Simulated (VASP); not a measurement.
# Te2Mo in VASP: single point with LDA

Aim: the single point of Te2Mo with LDA.

Program: VASP 6.6.1. These are calculated values, not measurements. Logs are shortened: lines on timing, memory, paths and dates and some standing lists are left out, and cuts for length are marked.

## 1. The cell of the first run

The cell holds a slab with vacuum, 6 atoms: a = 3.470 Å, b = 3.470 Å, c = 25.142 Å, α = 90.00°, β = 90.00°, γ = 120.00°.

## 2. Single point, LDA

INCAR reads:

```
SYSTEM = Te2Mo
  PREC = Accurate
  ENCUT = 520
  EDIFF = 1E-6
  ISMEAR = 0
  SIGMA = 0.02
  LREAL = .FALSE.
  LASPH = .TRUE.
  NELM = 60
  ALGO = Normal
  ISIF = 2
  LWAVE = .FALSE.
  LCHARG = .FALSE.
  GGA = CA
  NBANDS = 35
```

KPOINTS reads:

```
Automatic mesh
0
G
  9 9 2
  0 0 0
```

POSCAR reads:

```
Te2Mo
1.0
    3.4699809507      0.0000000000      0.0000000000
   -1.7349904753      3.0050916540      0.0000000000
    0.0000000000      0.0000000000     25.1417168822
Te Mo
4 2
Direct
    0.3333333333      0.6666666667      0.0651840890
    0.6666666667      0.3333333333      0.7919873555
    0.6666666667      0.3333333333      0.9348159110
    0.3333333333      0.6666666667      0.2080126445
    0.3333333333      0.6666666667      0.8632906996
    0.6666666667      0.3333333333      0.1367093004
```

Potentials or basis: VASP PAW LDA potentials, release 64 (Te, Mo_sv).

Command:

```
> cat potpaw_LDA.64/Te/POTCAR potpaw_LDA.64/Mo_sv/POTCAR > POTCAR
> mpirun -np 1 vasp_std > vasp.out
```

OUTCAR:

```text
SYSTEM = Te2Mo
   PREC = Accurate
   ENCUT = 520
   EDIFF = 1E-6
   ISMEAR = 0
   LREAL = .FALSE.
   LASPH = .TRUE.
   NELM = 60
   ISIF = 2
   GGA = CA

 ion  position               nearest neighbor table
   1  0.333  0.667  0.065-   6 2.69   6 2.69   6 2.69   4 3.59
   2  0.667  0.333  0.792-   5 2.69   5 2.69   5 2.69   3 3.59
   3  0.667  0.333  0.935-   5 2.69   5 2.69   5 2.69   2 3.59
   4  0.333  0.667  0.208-   6 2.69   6 2.69   6 2.69   1 3.59
   5  0.333  0.667  0.863-   2 2.69   2 2.69   2 2.69   3 2.69   3 2.69   3 2.69
   6  0.667  0.333  0.137-   4 2.69   4 2.69   4 2.69   1 2.69   1 2.69   1 2.69

  LATTYP: Found a hexagonal cell.
 ALAT       =     3.4699809507
 C/A-ratio  =     7.2454913267

  Lattice vectors:

 A1 = (   3.4699809507,   0.0000000000,   0.0000000000)
 A2 = (  -1.7349904753,   3.0050916540,   0.0000000000)
 A3 = (   0.0000000000,   0.0000000000,  25.1417168822)

Analysis of symmetry for initial positions (statically):
=====================================================================
 Subroutine PRICEL returns:
 Original cell was already a primitive cell.

 Routine SETGRP: Setting up the symmetry group for a
 hexagonal supercell.

 Subroutine GETGRP returns: Found 12 space group operations
 (whereof 12 operations were pure point group operations)
 out of a pool of 24 trial point group operations.

The static configuration has the point symmetry D_3d.

Analysis of symmetry for dynamics (positions and initial velocities):
=====================================================================
 Subroutine PRICEL returns:
 Original cell was already a primitive cell.

 Routine SETGRP: Setting up the symmetry group for a
 hexagonal supercell.

 Subroutine GETGRP returns: Found 12 space group operations
 (whereof 12 operations were pure point group operations)
 out of a pool of 24 trial point group operations.

The dynamic configuration has the point symmetry D_3d.

 Subroutine INISYM returns: Found 12 space group operations
 (whereof 12 operations are pure point group operations),
 and found     1 'primitive' translations

----------------------------------------------------------------------------------------

                                     Primitive cell

[... 96 lines left out ...]
   NELM   =     60;   NELMIN=  2; NELMDL= -5     # of ELM steps
   EDIFF  = 0.1E-05   stopping-criterion for ELM
   LREAL  =      F    real-space projection
   EDIFFG = 0.1E-04   stopping-criterion for IOM
   NSW    =      0    number of steps for IOM
   IBRION =     -1    ionic relax: 0-MD 1-quasi-New 2-CG
   NFREE  =      0    steps in history (QN), initial steepest desc. (CG)
   ISIF   =      2    stress and relaxation
   ISYM   =      2    0-nonsym 1-usesym 2-fastsym
   POTIM  = 0.5000    time-step for ionic-motion
   TEBEG  =    0.0;   TEEND  =   0.0 temperature during run
   PSTRESS=    0.0 pullay stress
   NELECT =      52.0000    total number of electrons
   NUPDOWN=      -1.0000    fix difference up-down
   EMIN   =  10.00;   EMAX   =-10.00  energy-range for DOS
   EFERMI =   0.00;   METHOD = LEGACY
   ISMEAR =     0;   SIGMA  =   0.02  broadening in eV -4-tet -1-fermi 0-gaus
   EFERMI_NEDOS =   21; number of points for ismear=-14 and -15
   IALGO  =     38    algorithm
   IMIX   =      4    mixing-type and parameters
     AMIX     =   0.40;   BMIX     =  1.00
     AMIX_MAG =   1.60;   BMIX_MAG =  1.00
  volume/ion in A,a.u.               =      43.69       294.87
  Fermi-wavevector in a.u.,A,eV,Ry     =   0.954735  1.804187 12.401959  0.911518
  Thomas-Fermi vector in A             =   2.083508
   LORBIT       =      0    0 simple, 1 ext, 2 COOP (PROOUT), +10 PAW based schemes
   GGA     = CA    functional components
   LHFCALC =     F    Hartree Fock is set to
   AEXX    =    0.0000 exact exchange contribution
   IVDW    =     0    specifies the selected vdW correction
   LEPSILON=     F    determine dielectric tensor
   LRPA    =     F    only Hartree local field effects (RPA)
 non-spin polarized calculation
 Gauss-broadening in eV      SIGMA  =   0.02
  energy-cutoff  :      520.00
  volume of cell :      262.17
 maximum number of plane-waves:      7117
 NGX is ok and might be reduce to    28
   NGX = 13   NGY = 13   NGZ = 93

 number of electron      51.9999998 magnetization

 Free energy of the ion-electron system (eV)
  ---------------------------------------------------
  ext. energy  EPLUGINS =         0.00000000
  ---------------------------------------------------
  free energy    TOTEN  =       -41.10576269 eV

  energy without entropy =      -41.10576269  energy(sigma->0) =      -41.10576269

 E-fermi :   2.5177     XC(G=0):  -6.4190

 val. band max:        2.4144316820   @ k =   0.0000   0.0000   0.0000
 cond. band min:       3.3789058338   @ k =   0.2222   0.2222   0.5000
 fundamental gap:      0.9644741518
 Fermi energy:         2.5176752182

 k-point     1 :       0.0000    0.0000    0.0000
  band No.  band energies     occupation
      1     -57.9707      2.00000
      2     -57.9707      2.00000
      3     -32.3639      2.00000
      4     -32.3639      2.00000
      5     -32.1892      2.00000
      6     -32.1892      2.00000
[... 901 lines left out ...]
     34       6.4559      0.00000
     35       7.0943      0.00000

------------------------ aborting loop because EDIFF is reached ----------------------------------------

  FORCE on cell =-STRESS in cart. coord.  units (eV):
  Direction    XX          YY          ZZ          XY          YZ          ZX
  --------------------------------------------------------------------------------------
  -------------------------------------------------------------------------------------
  Total        0.2048345      0.2048345      0.3755573      0.0000000      0.0000000      0.0000000
  in kB        1.2517970      1.2517970      2.2951287      0.0000000      0.0000000      0.0000000
  external PRESSURE =       1.5995743 kB  Pullay stress =       0.0000000 kB

 VOLUME and BASIS-vectors are now :
 -----------------------------------------------------------------------------
  energy-cutoff  :      520.00
  volume of cell :      262.17
      direct lattice vectors                 reciprocal lattice vectors
     3.469980951  0.000000000  0.000000000     0.288186020  0.166384276  0.000000000
    -1.734990475  3.005091654  0.000000000     0.000000000  0.332768553  0.000000000
     0.000000000  0.000000000 25.141716882     0.000000000  0.000000000  0.039774531

 POSITION                                       TOTAL-FORCE (eV/Angst)
 -----------------------------------------------------------------------------------
     -0.00000      2.00339      1.63884         0.000000     -0.000000     -0.057752
      1.73499      1.00170     19.91192         0.000000      0.000000     -0.055870
      1.73499      1.00170     23.50288         0.000000      0.000000      0.057752
     -0.00000      2.00339      5.22980         0.000000      0.000000      0.055870
     -0.00000      2.00339     21.70461        -0.000000     -0.000000     -0.001823
      1.73499      1.00170      3.43711        -0.000000      0.000000      0.001823
 -----------------------------------------------------------------------------------
    total drift:                               -0.000000      0.000000      0.000000

  FREE ENERGIE OF THE ION-ELECTRON SYSTEM (eV)
  ---------------------------------------------------
  free  energy   TOTEN  =       -41.1057626914 eV

  energy  without entropy=      -41.1057626914  energy(sigma->0) =      -41.10576269
```

OSZICAR:

```text
N       E                     dE             d eps       ncg     rms          rms(c)
DAV:   1     0.398218581689E+03    0.39822E+03   -0.25958E+04  2040   0.124E+03
DAV:   2    -0.174852489993E+02   -0.41570E+03   -0.40297E+03  2099   0.294E+02
DAV:   3    -0.416218187069E+02   -0.24137E+02   -0.23739E+02  2090   0.627E+01
[... 16 lines left out ...]
DAV:  20    -0.411057344453E+02   -0.23287E-04   -0.12860E-06  1402   0.454E-03    0.114E-02
DAV:  21    -0.411057532074E+02   -0.18762E-04   -0.90773E-07  1378   0.260E-03    0.932E-03
DAV:  22    -0.411057593289E+02   -0.61214E-05   -0.30850E-07  1247   0.194E-03    0.440E-03
DAV:  23    -0.411057618957E+02   -0.25668E-05   -0.21883E-07  1118   0.191E-03    0.679E-04
DAV:  24    -0.411057626914E+02   -0.79566E-06   -0.51543E-08  1034   0.699E-04
   1 F= -.41105763E+02 E0= -.41105763E+02  d E =-.372249E-15
```

It took 5.1 min on 1 thread of Intel Xeon Platinum 8375C at 2.90GHz (Ice Lake), shared host; peak memory 0.41 GiB.

Results:

```yaml
Free_energy: -41.1058 eV
Largest_force: 0.058 eV/Å
Band_gap_on_the_k_mesh: 0.96 eV, indirect (least direct gap 1.18 eV)
```

Forces in eV/Å, atoms in the order of the input:
```
Te   0.000  0.000 -0.058
Te   0.000  0.000 -0.056
Te   0.000  0.000  0.058
Te   0.000  0.000  0.056
Mo   0.000  0.000 -0.002
Mo   0.000  0.000  0.002
```

Caveat: spin-orbit coupling is left out, which moves the levels of the heavy elements.
